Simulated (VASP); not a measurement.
# In (I4/mmm) in VASP: notebook

The runs below take In through single point, with LDA.

All numbers are computed with VASP 6.6.1; they aren't measurements. Logs are shortened: lines on timing, memory, paths and dates and some standing lists are left out, and cuts for length are marked.

## Step 1: The cell of the first run

Symmetry: I4/mmm, No. 139, tetragonal system. The conventional cell has a = 3.285 Å, b = 3.285 Å, c = 4.948 Å, α = 90.00°, β = 90.00°, γ = 90.00°. Within 4.3 Å of In (site symmetry 4/mmm) lie 12 In at 3.28 to 3.39 Å.

## Step 2: Single point, LDA (equal xx and yy strain of +1 %)

File INCAR:

```
SYSTEM = In
PREC = Accurate
ENCUT = 520
EDIFF = 1E-6
ISMEAR = -1
SIGMA = 0.05
LREAL = .False.
LASPH = .True.
NELM = 60
ALGO = Normal
ISIF = 2
LWAVE = .False.
LCHARG = .False.
GGA = CA
NBANDS = 12
```

File KPOINTS:

```
Automatic mesh
0
Gamma
  14 14 14
  0 0 0
```

File POSCAR:

```
In
1.0
   -1.6424115000      1.6424115000      2.4739500000
    1.6424115000     -1.6424115000      2.4739500000
    1.6424115000      1.6424115000     -2.4739500000
In
1
Direct
    0.0000000000      0.0000000000      0.0000000000
```

Potentials or basis: VASP PAW LDA potentials, release 64 (In_d).

Run with:

```sh
$ cat potpaw_LDA.64/In_d/POTCAR > POTCAR
$ mpirun -np 1 vasp_std > vasp.out
```

OUTCAR:

```text
SYSTEM = In
   PREC = Accurate
   ENCUT = 520
   EDIFF = 1E-6
   ISMEAR = -1
   LREAL = .False.
   LASPH = .True.
   NELM = 60
   ISIF = 2
   GGA = CA

 ion  position               nearest neighbor table
   1  0.000  0.000  0.000-

  LATTYP: Found a body centered tetragonal cell.
 ALAT       =     3.2848230000
 C/A-ratio  =     1.5062912066

  Lattice vectors:

 A1 = (  -1.6424115000,   1.6424115000,   2.4739500000)
 A2 = (   1.6424115000,  -1.6424115000,   2.4739500000)
 A3 = (   1.6424115000,   1.6424115000,  -2.4739500000)

Analysis of symmetry for initial positions (statically):
=====================================================================
 Subroutine PRICEL returns:
 Original cell was already a primitive cell.

 Routine SETGRP: Setting up the symmetry group for a
 body centered tetragonal supercell.

 Subroutine GETGRP returns: Found 16 space group operations
 (whereof 16 operations were pure point group operations)
 out of a pool of 16 trial point group operations.

The static configuration has the point symmetry D_4h.

Analysis of symmetry for dynamics (positions and initial velocities):
=====================================================================
 Subroutine PRICEL returns:
 Original cell was already a primitive cell.

 Routine SETGRP: Setting up the symmetry group for a
 body centered tetragonal supercell.

 Subroutine GETGRP returns: Found 16 space group operations
 (whereof 16 operations were pure point group operations)
 out of a pool of 16 trial point group operations.

The dynamic configuration has the point symmetry D_4h.

 Subroutine INISYM returns: Found 16 space group operations
 (whereof 16 operations are pure point group operations),
 and found     1 'primitive' translations

----------------------------------------------------------------------------------------

                                     Primitive cell

  volume of cell :      26.6941

  direct lattice vectors                    reciprocal lattice vectors
    -1.642411500  1.642411500  2.473950000     0.000000000  0.304430406  0.202105944
     1.642411500 -1.642411500  2.473950000     0.304430406  0.000000000  0.202105944
     1.642411500  1.642411500 -2.473950000     0.304430406  0.304430406  0.000000000

  length of vectors
     3.393443630  3.393443630  3.393443630     0.365410296  0.365410296  0.430529609

  position of ions in fractional coordinates (direct lattice)
     0.000000000  0.000000000  0.000000000

  ion indices of the primitive-cell ions
   primitive index   ion index
                 1           1

----------------------------------------------------------------------------------------

 KPOINTS: Automatic mesh

Automatic generation of k-mesh.
 Grid dimensions read from file:
 generate k-points for:   14   14   14

 Generating k-lattice:

  Cartesian coordinates                     Fractional coordinates (reciprocal lattice)
     0.000000000  0.021745029  0.014436139     0.071428571  0.000000000  0.000000000
     0.021745029  0.000000000  0.014436139     0.000000000  0.071428571  0.000000000
     0.021745029  0.021745029  0.000000000     0.000000000  0.000000000  0.071428571

  Length of vectors
     0.026100735  0.026100735  0.030752115

  Shift w.r.t. Gamma in fractional coordinates (k-lattice)
     0.000000000  0.000000000  0.000000000

 Subroutine IBZKPT returns following result:
 ===========================================

 Found    244 irreducible k-points:

 Following reciprocal coordinates:
            Coordinates               Weight
  0.000000  0.000000  0.000000      1.000000
  0.071429 -0.000000  0.000000      8.000000
  0.142857 -0.000000  0.000000      8.000000
  0.214286  0.000000 -0.000000      8.000000
  0.285714 -0.000000  0.000000      8.000000
  0.357143  0.000000 -0.000000      8.000000
[... 16 lines left out ...]
  0.214286  0.142857 -0.000000     16.000000
  0.285714  0.142857  0.000000     16.000000
 [... further k-points ...]
   k-points           NKPTS =    244   k-points in BZ     NKDIM =    244   number of bands    NBANDS=     12
   number of dos      NEDOS =    301   number of ions     NIONS =      1
   total plane-waves  NPLWV =  21952
   dimension x,y,z NGX =    28 NGY =   28 NGZ =   28
   dimension x,y,z NGXF=    56 NGYF=   56 NGZF=   56
   ions per type =               1
   NGX,Y,Z   is equivalent  to a cutoff of  13.72, 13.72, 13.72 a.u.
   NGXF,Y,Z  is equivalent  to a cutoff of  27.43, 27.43, 27.43 a.u.
 SYSTEM =  In
   PREC   = accura    normal or accurate (medium, high low for compatibility)
   ISTART =      0    job   : 0-new  1-cont  2-samecut
   ICHARG =      2    charge: 1-file 2-atom 10-const
   ISPIN  =      1    spin polarized calculation?
   LNONCOLLINEAR =      F non collinear calculations
   LSORBIT =      F    spin-orbit coupling
   LASPH  =      T    aspherical Exc in radial PAW
   ENCUT  =  520.0 eV  38.22 Ry    6.18 a.u.   6.31  6.31  6.31*2*pi/ulx,y,z
   NELM   =     60;   NELMIN=  2; NELMDL= -5     # of ELM steps
   EDIFF  = 0.1E-05   stopping-criterion for ELM
   LREAL  =      F    real-space projection
   EDIFFG = 0.1E-04   stopping-criterion for IOM
   NSW    =      0    number of steps for IOM
   IBRION =     -1    ionic relax: 0-MD 1-quasi-New 2-CG
   NFREE  =      0    steps in history (QN), initial steepest desc. (CG)
   ISIF   =      2    stress and relaxation
   ISYM   =      2    0-nonsym 1-usesym 2-fastsym
   POTIM  = 0.5000    time-step for ionic-motion
   TEBEG  =    0.0;   TEEND  =   0.0 temperature during run
   PSTRESS=    0.0 pullay stress
   NELECT =      13.0000    total number of electrons
   NUPDOWN=      -1.0000    fix difference up-down
   EMIN   =  10.00;   EMAX   =-10.00  energy-range for DOS
   EFERMI =   0.00;   METHOD = LEGACY
   ISMEAR =    -1;   SIGMA  =   0.05  broadening in eV -4-tet -1-fermi 0-gaus
   EFERMI_NEDOS =   21; number of points for ismear=-14 and -15
   IALGO  =     38    algorithm
   IMIX   =      4    mixing-type and parameters
     AMIX     =   0.40;   BMIX     =  1.00
     AMIX_MAG =   1.60;   BMIX_MAG =  1.00
  volume/ion in A,a.u.               =      26.69       180.14
  Fermi-wavevector in a.u.,A,eV,Ry     =   1.288005  2.433977 22.571490  1.658958
  Thomas-Fermi vector in A             =   2.419985
   LORBIT       =      0    0 simple, 1 ext, 2 COOP (PROOUT), +10 PAW based schemes
   GGA     = CA    functional components
   LHFCALC =     F    Hartree Fock is set to
   AEXX    =    0.0000 exact exchange contribution
   IVDW    =     0    specifies the selected vdW correction
   LEPSILON=     F    determine dielectric tensor
   LRPA    =     F    only Hartree local field effects (RPA)
 non-spin polarized calculation
  energy-cutoff  :      520.00
  volume of cell :       26.69
 maximum number of plane-waves:       734
 NGX is ok and might be reduce to    28
   NGX = 13   NGY = 13   NGZ = 13

 number of electron      13.0000001 magnetization

 Free energy of the ion-electron system (eV)
  ---------------------------------------------------
  ext. energy  EPLUGINS =         0.00000000
  ---------------------------------------------------
  free energy    TOTEN  =        -3.19804968 eV

  energy without entropy =       -3.19431085  energy(sigma->0) =       -3.19618027

 E-fermi :   7.0175     XC(G=0): -10.4317

 val. band max:        6.9923444342   @ k =   0.2857   0.2143   0.0714
 cond. band min:       7.0305707026   @ k =  -0.2857   0.2857   0.2857
 fundamental gap:      0.0382262684
 Fermi energy:         7.0174526132

 k-point     1 :       0.0000    0.0000    0.0000
  band No.  band energies     occupation
      1      -7.5985      2.00000
      2      -7.5121      2.00000
      3      -7.5121      2.00000
      4      -7.4211      2.00000
      5      -7.3344      2.00000
      6      -2.4369      2.00000
      7      17.2294      0.00000
      8      17.2294      0.00000
      9      17.3634      0.00000
     10      18.6194      0.00000
     11      20.8298      0.00000
     12      20.9458      0.00000

 k-point     2 :       0.0714   -0.0000    0.0000
  band No.  band energies     occupation
      1      -7.5910      2.00000
      2      -7.5121      2.00000
      3      -7.5043      2.00000
      4      -7.4200      2.00000
      5      -7.3372      2.00000
      6      -2.3270      2.00000
      7      15.9531      0.00000
      8      17.0674      0.00000
      9      17.0914      0.00000
     10      18.4016      0.00000
     11      21.2015      0.00000
     12      21.2367      0.00000

 k-point     3 :       0.1429   -0.0000    0.0000
  band No.  band energies     occupation
      1      -7.5761      2.00000
      2      -7.5139      2.00000
      3      -7.4851      2.00000
      4      -7.4097      2.00000
      5      -7.3419      2.00000
      6      -1.9949      2.00000
      7      13.6053      0.00000
      8      16.4947      0.00000
      9      16.7783      0.00000
     10      18.3123      0.00000
     11      20.8363      0.00000
     12      21.9948      0.00000
[... 286 lines left out ...]
 k-point    23 :       0.2143    0.1429   -0.0000
  band No.  band energies     occupation
      1      -7.5547      2.00000
      2      -7.5020      2.00000
      3      -7.4540      2.00000
      4      -7.3964      2.00000
      5      -7.3026      2.00000
      6      -0.5733      2.00000
      7      10.1579      0.00000
      8      12.2063      0.00000
      9      15.9623      0.00000
     10      18.6643      0.00000
     11      19.7729      0.00000
     12      20.8137      0.00000

 k-point    24 :       0.2857    0.1429    0.0000
  band No.  band energies     occupation
      1      -7.5492      2.00000
      2      -7.5214      2.00000
      3      -7.4638      2.00000
      4      -7.3397      2.00000
      5      -7.2877      2.00000
      6       0.3535      2.00000
      7       8.0235      0.00000
      8      12.0983      0.00000
      9      15.0944      0.00000
     10      17.7985      0.00000
     11      19.8114      0.00000
     12      21.1165      0.00000

 [... further k-points ...]
[... 5 lines left out ...]
  --------------------------------------------------------------------------------------
  -------------------------------------------------------------------------------------
  Total       -0.5887167     -0.5887167     -0.5025402      0.0000000      0.0000000      0.0000000
  in kB      -35.3347547    -35.3347547    -30.1624409      0.0000000      0.0000000      0.0000000
  external PRESSURE =     -33.6106501 kB  Pullay stress =       0.0000000 kB

 VOLUME and BASIS-vectors are now :
 -----------------------------------------------------------------------------
  energy-cutoff  :      520.00
  volume of cell :       26.69
      direct lattice vectors                 reciprocal lattice vectors
    -1.642411500  1.642411500  2.473950000     0.000000000  0.304430406  0.202105944
     1.642411500 -1.642411500  2.473950000     0.304430406  0.000000000  0.202105944
     1.642411500  1.642411500 -2.473950000     0.304430406  0.304430406  0.000000000

 POSITION                                       TOTAL-FORCE (eV/Angst)
 -----------------------------------------------------------------------------------
      0.00000      0.00000      0.00000        -0.000000     -0.000000     -0.000000
 -----------------------------------------------------------------------------------
    total drift:                                0.000000     -0.000000      0.000000

  FREE ENERGIE OF THE ION-ELECTRON SYSTEM (eV)
  ---------------------------------------------------
  free  energy   TOTEN  =        -3.1980496800 eV

  energy  without entropy=       -3.1943108523  energy(sigma->0) =       -3.19618027
```

It took 84 s on 1 thread of AMD EPYC 7R43 (Zen 3), shared host; peak memory 0.16 GiB.

What came out:

- Free energy: -3.1980 eV
- Pressure: -3.4 GPa

Caveat: the cell differs from its parent crystal (equal xx and yy strain of +1 %); spin-orbit coupling is left out, which moves the levels of the heavy elements.

(Continued in part 2 of 3.)
